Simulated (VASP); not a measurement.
Here is a VASP 6.6.1 calculation.

The input INCAR:

```
SYSTEM = Mg
PREC = Accurate
ENCUT = 600
EDIFF = 1E-6
ISMEAR = -1
SIGMA = 0.1
LREAL = .False.
LASPH = .True.
NELM = 100
ALGO = Normal
ISIF = 3
LWAVE = .False.
LCHARG = .False.
GGA = PE
IBRION = 2
NSW = 32
EDIFFG = -0.005
PSTRESS = 940.0
```

KPOINTS

```
regular mesh
0
Gamma
  17 17 17
  0 0 0
```

POSCAR

```
Mg
1.0
    2.2751099727      0.0000000000      0.0000000000
    0.0000000000      2.2751099727      0.0000000000
    0.0000000000      0.0000000000      2.2751099727
Mg
1
Direct
    0.0000000000      0.0000000000      0.0000000000
```

Potentials or basis: VASP PAW PBE potentials, release 64 (Mg).

The run is started by

```bash
$ cat potpaw_PBE.64/Mg/POTCAR > POTCAR
$ mpirun -np 1 vasp_std > vasp.out
```

Estimate the relaxed cell.

a = 2.278 Å, b = 2.278 Å, c = 2.278 Å, α = 90.00°, β = 90.00°, γ = 90.00°.

Predict the relaxed volume.

11.82 Å³/atom.

Final structure:
```
CELL_PARAMETERS angstrom
2.27765 0.00000 0.00000
0.00000 2.27765 0.00000
0.00000 0.00000 2.27765
ATOMIC_POSITIONS crystal
Mg 0.00000 0.00000 0.00000
```

Caveat: the cell is relaxed towards a set pressure, so the run minimises the enthalpy, not the energy.
